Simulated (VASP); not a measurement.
A run of VASP 6.6.1 is set up as follows.

The input INCAR:

```
SYSTEM = LiAl2O3
PREC = Accurate
ENCUT = 600
EDIFF = 1E-6
ISMEAR = 0
SIGMA = 0.1
LREAL = .False.
LASPH = .True.
NELM = 100
ALGO = Normal
ISIF = 3
LWAVE = .False.
LCHARG = .False.
GGA = PE
IBRION = 2
NSW = 100
EDIFFG = -0.01
```

KPOINTS

```
Automatic mesh
0
Gamma
  12 12 4
  0 0 0
```

POSCAR

```
LiAl2O3
1.0
    2.8974424010      0.0000000000      0.0000000000
   -1.4487212005      2.5092587253      0.0000000000
    0.0000000000      0.0000000000     12.0392503805
Li Al O
1 2 3
Direct
    0.0000000000      0.0000000000      0.5000000000
    0.6666666667      0.3333333333      0.1142379902
    0.3333333333      0.6666666667      0.8857620098
    0.0000000000      0.0000000000      0.0000000000
    0.3333333333      0.6666666667      0.1707026080
    0.6666666667      0.3333333333      0.8292973920
```

Potentials or basis: VASP PAW PBE potentials, release 64 (Li_sv, Al, O).

Command:

```bash
$ cat potpaw_PBE.64/Li_sv/POTCAR potpaw_PBE.64/Al/POTCAR potpaw_PBE.64/O/POTCAR > POTCAR
$ mpirun -np 1 vasp_std > vasp.out
```

What does it give for the relaxed cell?

a = 2.898 Å, b = 2.898 Å, c = 11.409 Å, α = 90.00°, β = 90.00°, γ = 120.00°.

Estimate the space group after relaxing (to 0.05 Å).

P-3m1 (No. 164).

Predict the relaxed volume.

13.83 Å³/atom.

The path:
| step | energy change (eV) | largest force (eV/Å) | pressure (GPa) | volume (Å³) |
| --- | --- | --- | --- | --- |
| 1 | 0.0000 | 0.0337 | -0.15 | 87.53 |
| 2 | -0.0001 | 0.0407 | 0.09 | 87.36 |
| 3 | -0.0001 | 0.0161 | 0.02 | 87.42 |
| 4 | -0.0002 | 0.0199 | -0.01 | 87.39 |
| 5 | -0.0002 | 0.0261 | -0.05 | 87.34 |
| 6 | -0.0003 | 0.0273 | -0.04 | 87.31 |
| 7 | -0.0004 | 0.0323 | -0.03 | 87.21 |
| 8 | -0.0005 | 0.0422 | 0.00 | 87.01 |
| 9 | -0.0008 | 0.0609 | 0.07 | 86.61 |
| 10 | -0.0008 | 0.0985 | 0.22 | 85.81 |
| 11 | -0.0008 | 0.0970 | 0.21 | 85.79 |
| 12 | -0.0009 | 0.0967 | 0.20 | 85.73 |
| 13 | -0.0012 | 0.0932 | 0.19 | 85.60 |
| 14 | -0.0016 | 0.0859 | 0.16 | 85.34 |
| 15 | -0.0022 | 0.0711 | 0.10 | 84.82 |
| 16 | -0.0031 | 0.0475 | 0.01 | 83.78 |
| 17 | -0.0023 | 0.0658 | -0.09 | 81.69 |
| 18 | -0.0031 | 0.0569 | -0.01 | 83.01 |
| 19 | -0.0038 | 0.0355 | 0.04 | 82.98 |
| 20 | -0.0040 | 0.0346 | 0.10 | 82.94 |
| 21 | -0.0041 | 0.0041 | -0.03 | 83.00 |

Caveat: the cutoff is under 1.25 times the usual one of these potentials, so pressure, stress and relaxed cells hold a basis-set (Pulay) error; an odd number of electrons without spin polarisation forces a metal; a magnetic or distorted state may lie lower.
